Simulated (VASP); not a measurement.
# Pt (P6_3/mmc) in VASP: notebook

The runs below take Pt through single point, with PBEsol.

Everything below comes from runs of VASP 6.6.1. Logs are shortened: lines on timing, memory, paths and dates and some standing lists are left out, and cuts for length are marked.

**1. The cell of the first run**

The structure is hexagonal, space group P6_3/mmc (No. 194). The conventional cell has a = 2.725 Å, b = 2.725 Å, c = 4.550 Å, α = 90.00°, β = 90.00°, γ = 120.00°. Pt (site symmetry -6m2) has 12 Pt at 2.73 to 2.77 Å within 3.6 Å.

This isn't the form of Pt at room conditions, which is fcc.

**2. Single point, PBEsol**

File INCAR:

```
  PREC = Accurate
  ENCUT = 520
  EDIFF = 1E-6
  ISMEAR = 0
  SIGMA = 0.15
  LREAL = F
  LASPH = T
  NELM = 80
  ALGO = Normal
  ISIF = 2
  LWAVE = F
  LCHARG = T
  GGA = PS
  LELF = T
  LVHAR = T
  NBANDS = 17
```

File KPOINTS:

```
Automatic mesh
0
Gamma
  18 18 10
```

File POSCAR:

```
Pt
1.0
    2.7251897179      0.0000000000      0.0000000000
   -1.3625948590      2.3600835258      0.0000000000
    0.0000000000      0.0000000000      4.5500000000
Pt
2
Direct
    0.6666666667      0.3333333333      0.7500000000
    0.3333333333      0.6666666667      0.2500000000
```

Potentials or basis: VASP PAW PBE potentials, release 64 (Pt).

Command:

```sh
cat potpaw_PBE.64/Pt/POTCAR > POTCAR
mpirun -np 1 vasp_std > vasp.out
```

OUTCAR:

```text
PREC = Accurate
   ENCUT = 520
   EDIFF = 1E-6
   ISMEAR = 0
   LREAL = F
   LASPH = T
   NELM = 80
   ISIF = 2
   GGA = PS

 ion  position               nearest neighbor table
   1  0.667  0.333  0.750-   2 2.77   2 2.77   2 2.77   2 2.77   2 2.77   2 2.77
   2  0.333  0.667  0.250-   1 2.77   1 2.77   1 2.77   1 2.77   1 2.77   1 2.77

  LATTYP: Found a hexagonal cell.
 ALAT       =     2.7251897179
 C/A-ratio  =     1.6696085304

  Lattice vectors:

 A1 = (   2.7251897179,   0.0000000000,   0.0000000000)
 A2 = (  -1.3625948590,   2.3600835258,   0.0000000000)
 A3 = (   0.0000000000,   0.0000000000,   4.5500000000)

Analysis of symmetry for initial positions (statically):
=====================================================================
 Subroutine PRICEL returns:
 Original cell was already a primitive cell.

 Routine SETGRP: Setting up the symmetry group for a
 hexagonal supercell.

 Subroutine GETGRP returns: Found 24 space group operations
 (whereof 12 operations were pure point group operations)
 out of a pool of 24 trial point group operations.

The static configuration has the point symmetry D_3d.
 The point group associated with its full space group is D_6h.

Analysis of symmetry for dynamics (positions and initial velocities):
=====================================================================
 Subroutine PRICEL returns:
 Original cell was already a primitive cell.

 Routine SETGRP: Setting up the symmetry group for a
 hexagonal supercell.

 Subroutine GETGRP returns: Found 24 space group operations
 (whereof 12 operations were pure point group operations)
 out of a pool of 24 trial point group operations.

The dynamic configuration has the point symmetry D_3d.
 The point group associated with its full space group is D_6h.

 Subroutine INISYM returns: Found 24 space group operations
 (whereof 12 operations are pure point group operations),
 and found     1 'primitive' translations

----------------------------------------------------------------------------------------

                                     Primitive cell

  volume of cell :      29.2641

[... 74 lines left out ...]
   dimension x,y,z NGXF=    40 NGYF=   40 NGZF=   72
   ions per type =               2
   NGX,Y,Z   is equivalent  to a cutoff of  12.20, 12.20, 13.15 a.u.
   NGXF,Y,Z  is equivalent  to a cutoff of  24.40, 24.40, 26.31 a.u.
 SYSTEM =  unknown system
   PREC   = accura    normal or accurate (medium, high low for compatibility)
   ISTART =      0    job   : 0-new  1-cont  2-samecut
   ICHARG =      2    charge: 1-file 2-atom 10-const
   ISPIN  =      1    spin polarized calculation?
   LNONCOLLINEAR =      F non collinear calculations
   LSORBIT =      F    spin-orbit coupling
   LASPH  =      T    aspherical Exc in radial PAW
   ENCUT  =  520.0 eV  38.22 Ry    6.18 a.u.   5.07  5.07  8.46*2*pi/ulx,y,z
   NELM   =     80;   NELMIN=  2; NELMDL= -5     # of ELM steps
   EDIFF  = 0.1E-05   stopping-criterion for ELM
   LREAL  =      F    real-space projection
   EDIFFG = 0.1E-04   stopping-criterion for IOM
   NSW    =      0    number of steps for IOM
   IBRION =     -1    ionic relax: 0-MD 1-quasi-New 2-CG
   NFREE  =      0    steps in history (QN), initial steepest desc. (CG)
   ISIF   =      2    stress and relaxation
   ISYM   =      2    0-nonsym 1-usesym 2-fastsym
   POTIM  = 0.5000    time-step for ionic-motion
   TEBEG  =    0.0;   TEEND  =   0.0 temperature during run
   PSTRESS=    0.0 pullay stress
   NELECT =      20.0000    total number of electrons
   NUPDOWN=      -1.0000    fix difference up-down
   EMIN   =  10.00;   EMAX   =-10.00  energy-range for DOS
   EFERMI =   0.00;   METHOD = LEGACY
   ISMEAR =     0;   SIGMA  =   0.15  broadening in eV -4-tet -1-fermi 0-gaus
   EFERMI_NEDOS =   21; number of points for ismear=-14 and -15
   IALGO  =     38    algorithm
   IMIX   =      4    mixing-type and parameters
     AMIX     =   0.40;   BMIX     =  1.00
     AMIX_MAG =   1.60;   BMIX_MAG =  1.00
  volume/ion in A,a.u.               =      14.63        98.74
  Fermi-wavevector in a.u.,A,eV,Ry     =   1.442026  2.725033 28.292472  2.079438
  Thomas-Fermi vector in A             =   2.560592
   LORBIT       =      0    0 simple, 1 ext, 2 COOP (PROOUT), +10 PAW based schemes
   GGA     = PS    functional components
   LHFCALC =     F    Hartree Fock is set to
   AEXX    =    0.0000 exact exchange contribution
   IVDW    =     0    specifies the selected vdW correction
   LEPSILON=     F    determine dielectric tensor
   LRPA    =     F    only Hartree local field effects (RPA)
 non-spin polarized calculation
 Gauss-broadening in eV      SIGMA  =   0.15
  energy-cutoff  :      520.00
  volume of cell :       29.26
 maximum number of plane-waves:       802
   NGX = 11   NGY = 11   NGZ = 17

 number of electron      20.0000001 magnetization

 Free energy of the ion-electron system (eV)
  ---------------------------------------------------
  ext. energy  EPLUGINS =         0.00000000
  ---------------------------------------------------
  free energy    TOTEN  =       -13.78000861 eV

  energy without entropy =      -13.73574732  energy(sigma->0) =      -13.75787796

 E-fermi :  11.6777     XC(G=0): -13.8059

 val. band max:       11.6762815226   @ k =   0.2222   0.0556   0.0000
 cond. band min:      11.6787210862   @ k =   0.2222   0.0000   0.0000
 fundamental gap:      0.0024395636
 Fermi energy:        11.6776641016

 k-point     1 :       0.0000    0.0000    0.0000
  band No.  band energies     occupation
      1       1.0447      2.00000
      2       3.9210      2.00000
      3       7.5065      2.00000
      4       7.8115      2.00000
      5       7.8115      2.00000
      6       8.3032      2.00000
[... 457 lines left out ...]
      4       7.6738      2.00000
      5       7.8667      2.00000
      6       8.0540      2.00000
[... 9 lines left out ...]
     16      24.3502      0.00000
     17      25.8699      0.00000

 [... further k-points ...]
[... 5 lines left out ...]
  --------------------------------------------------------------------------------------
  -------------------------------------------------------------------------------------
  Total        1.4151393      1.4151393      2.5257537     -0.0000000      0.0000000      0.0000000
  in kB       77.4772615     77.4772615    138.2821301     -0.0000000      0.0000000      0.0000000
  external PRESSURE =      97.7455510 kB  Pullay stress =       0.0000000 kB

 VOLUME and BASIS-vectors are now :
 -----------------------------------------------------------------------------
  energy-cutoff  :      520.00
  volume of cell :       29.26
      direct lattice vectors                 reciprocal lattice vectors
     2.725189718  0.000000000  0.000000000     0.366946930  0.211856909  0.000000000
    -1.362594859  2.360083526  0.000000000     0.000000000  0.423713817  0.000000000
     0.000000000  0.000000000  4.550000000     0.000000000  0.000000000  0.219780220

 POSITION                                       TOTAL-FORCE (eV/Angst)
 -----------------------------------------------------------------------------------
      1.36259      0.78669      3.41250        -0.000000     -0.000000      0.000000
     -0.00000      1.57339      1.13750         0.000000      0.000000     -0.000000
 -----------------------------------------------------------------------------------
    total drift:                               -0.000000      0.000000     -0.000000

  FREE ENERGIE OF THE ION-ELECTRON SYSTEM (eV)
  ---------------------------------------------------
  free  energy   TOTEN  =       -13.7800086089 eV

  energy  without entropy=      -13.7357473160  energy(sigma->0) =      -13.75787796
```

OSZICAR:

```text
N       E                     dE             d eps       ncg     rms          rms(c)
DAV:   1     0.102451917066E+03    0.10245E+03   -0.10565E+04  7556   0.114E+03
DAV:   2    -0.127651772833E+02   -0.11522E+03   -0.10987E+03  8137   0.250E+02
DAV:   3    -0.146469360407E+02   -0.18818E+01   -0.18583E+01  9253   0.318E+01
DAV:   4    -0.146561771652E+02   -0.92411E-02   -0.92398E-02  9051   0.234E+00
DAV:   5    -0.146562638052E+02   -0.86640E-04   -0.86639E-04  9221   0.232E-01    0.209E+01
DAV:   6    -0.138860031034E+02    0.77026E+00   -0.11118E+00  7851   0.950E+00    0.108E+01
DAV:   7    -0.137902714601E+02    0.95732E-01   -0.25878E-01  8856   0.455E+00    0.303E+00
DAV:   8    -0.137806253341E+02    0.96461E-02   -0.32307E-02  8296   0.153E+00    0.983E-01
DAV:   9    -0.137799963759E+02    0.62896E-03   -0.67484E-04  8694   0.227E-01    0.270E-02
DAV:  10    -0.137800066696E+02   -0.10294E-04   -0.96759E-06  9534   0.194E-02    0.901E-03
DAV:  11    -0.137800085225E+02   -0.18529E-05   -0.65777E-07  5159   0.656E-03    0.158E-03
DAV:  12    -0.137800086089E+02   -0.86337E-07   -0.49377E-08  4093   0.199E-03
   1 F= -.13780009E+02 E0= -.13757878E+02  d E =-.442613E-01
```

Wall time 36 s (1 thread of Intel Xeon 6975P-C (Granite Rapids), shared host); peak memory 0.2 GiB.

Results:

- Free energy: -13.7800 eV
- Pressure: 9.8 GPa
- Band gap on the k mesh: zero (bands 10 and 11 overlap by 1.39 eV)

Levels at points of the mesh, in eV from the Fermi level:
```
           k point  band 7  band 8  band 9  band 10  band 11  band 12  band 13  band 14
(0.00, 0.00, 0.00)   -3.37   -2.35   -2.35    -0.85    -0.29    -0.29     5.67    14.73
(0.50, 0.00, 0.00)   -3.20    0.14    0.15     0.43     2.31     3.83     7.68     9.46
(0.00, 0.00, 0.50)   -3.91   -3.91   -0.95    -0.95    -0.95    -0.95    13.14    13.14
(0.50, 0.00, 0.50)   -1.09   -1.09    0.31     0.31     1.63     1.63     6.84     6.84
```

Caveat: the cell stands under pressure; the PAW data sets were made with another functional, which shifts forces and pressure a little; spin-orbit coupling is left out, which moves the levels of the heavy elements.

**3. Single point, PBEsol**

This run uses another cell than the first one, of 14.68 Å³/atom.

File INCAR:

```
SYSTEM = Pt
PREC = Accurate ; ENCUT = 520
EDIFF = 1E-6 ; ISMEAR = 0
SIGMA = 0.15 ; LREAL = .False.
LASPH = .True. ; NELM = 80
ALGO = Normal ; ISIF = 2
LWAVE = .False. ; LCHARG = .False.
GGA = PS ; NBANDS = 17
```

File KPOINTS:

```
Automatic mesh
0
Gamma
  18 18 10
  0 0 0
```

File POSCAR:

```
Pt
1.0
    2.6616000000      0.0000000000      0.0000000000
   -1.3308000000      2.3050132147      0.0000000000
    0.0000000000      0.0000000000      4.7854000000
Pt
2
Direct
    0.6666666667      0.3333333333      0.7500000000
    0.3333333333      0.6666666667      0.2500000000
```

Potentials or basis: VASP PAW PBE potentials, release 64 (Pt).

Command:

```sh
cat potpaw_PBE.64/Pt/POTCAR > POTCAR
mpirun -np 1 vasp_std > vasp.out
```

Wall time 35 s (1 thread of Intel Xeon 6975P-C (Granite Rapids), shared host); peak memory 0.2 GiB.

It converged, with:

| Item | Value |
| --- | --- |
| Free energy | -13.7585 eV |
| Pressure | 10.9 GPa |
| Band gap on the k mesh | zero (bands 10 and 11 overlap by 1.53 eV) |

Stress tensor (GPa, compression positive):
```
15.39  0.00  0.00
 0.00 15.39  0.00
 0.00  0.00  1.78
```

Levels at points of the mesh, in eV from the Fermi level:
```
           k point  band 7  band 8  band 9  band 10  band 11  band 12  band 13  band 14
(0.00, 0.00, 0.00)   -3.52   -1.75   -1.75    -1.36    -0.19    -0.19     4.69    15.07
(0.50, 0.00, 0.00)   -2.83   -0.07    0.55     0.74     2.46     4.08     7.63     8.88
(0.00, 0.00, 0.50)   -3.83   -3.83   -0.79    -0.79    -0.79    -0.79    11.63    11.63
(0.50, 0.00, 0.50)   -1.03   -1.03    0.66     0.66     1.65     1.65     7.19     7.19
```

Caveat: the cell stands under pressure; the PAW data sets were made with another functional, which shifts forces and pressure a little; spin-orbit coupling is left out, which moves the levels of the heavy elements.

**4. Single point, PBEsol**

This run uses another cell than the first one, of 14.92 Å³/atom.

File INCAR:

```
PREC     = Accurate       # precision mode
ENCUT    = 520            # plane-wave cutoff, eV
EDIFF    = 1E-7           # SCF threshold, eV
ISMEAR   = 0              # smearing method
SIGMA    = 0.15           # smearing width, eV
LREAL    = F              # projectors in reciprocal space
LASPH    = T              # aspherical terms in the spheres
NELM     = 100            # most SCF steps
ALGO     = Normal         # electronic algorithm
ISIF     = 2              # what is computed and relaxed
LWAVE    = F              # write WAVECAR
LCHARG   = F              # write CHGCAR
GGA      = PS             # functional
NBANDS   = 17             # bands
```

File KPOINTS:

```
regular mesh
0
Gamma
  18 18 10
```

POSCAR, as its differences from that of step 3:

```diff
@@ -4,3 +4,3 @@
    -1.3308000000      2.3050132147      0.0000000000
-    0.0000000000      0.0000000000      4.7854000000
+    0.0000000000      0.0000000000      4.8638000000
 Pt
```

Command:

```sh
cat potpaw_PBE.64/Pt/POTCAR > POTCAR
mpirun -np 1 vasp_std > vasp.out
```

Wall time 38 s (1 thread of Intel Xeon 6975P-C (Granite Rapids), shared host); peak memory 0.2 GiB.

It converged, with:

* Free energy: -13.7546 eV
* Pressure: 6.6 GPa
* Band gap on the k mesh: zero (bands 10 and 11 overlap by 1.51 eV)

Stress tensor (GPa, compression positive):
```
12.21  0.00  0.00
 0.00 12.21  0.00
 0.00  0.00 -4.52
```

Levels at points of the mesh, in eV from the Fermi level:
```
           k point  band 6  band 7  band 8  band 9  band 10  band 11  band 12  band 13  band 14  band 15
(0.00, 0.00, 0.00)   -3.47   -3.47   -1.58   -1.58    -1.38    -0.16    -0.16     4.37    14.80    15.29
(0.50, 0.00, 0.00)   -3.04   -2.66   -0.11    0.62     0.79     2.45     4.06     7.56     8.70     9.97
(0.00, 0.00, 0.50)   -3.74   -3.74   -3.74   -0.73    -0.73    -0.73    -0.73    11.17    11.17    15.73
(0.50, 0.00, 0.50)   -1.78   -0.98   -0.98    0.71     0.71     1.66     1.66     7.16     7.16    13.71
```

Caveat: the cell stands under pressure; the PAW data sets were made with another functional, which shifts forces and pressure a little; spin-orbit coupling is left out, which moves the levels of the heavy elements.

**5. Summary**

```csv
cell,gap on the mesh (eV),pressure (GPa)
"a = 2.725, b = 2.725, c = 4.550 Å, angles 90.0, 90.0, 120.0°, 2 atoms",none,9.8
"a = 2.662, b = 2.662, c = 4.785 Å, angles 90.0, 90.0, 120.0°, 2 atoms",none,10.9
"a = 2.662, b = 2.662, c = 4.864 Å, angles 90.0, 90.0, 120.0°, 2 atoms",none,6.6
```

Alike in all rows: task single point; level PBEsol; potentials or basis VASP PAW PBE potentials, release 64 (Pt); no spin polarisation; k mesh 18 × 18 × 10; cutoff (eV) 520; smearing gaussian 0.15 eV.

Caveats: the cell stands under pressure; the PAW data sets were made with another functional, which shifts forces and pressure a little; spin-orbit coupling is left out, which moves the levels of the heavy elements.

Absolute energies hang on the potentials; compare differences alone.
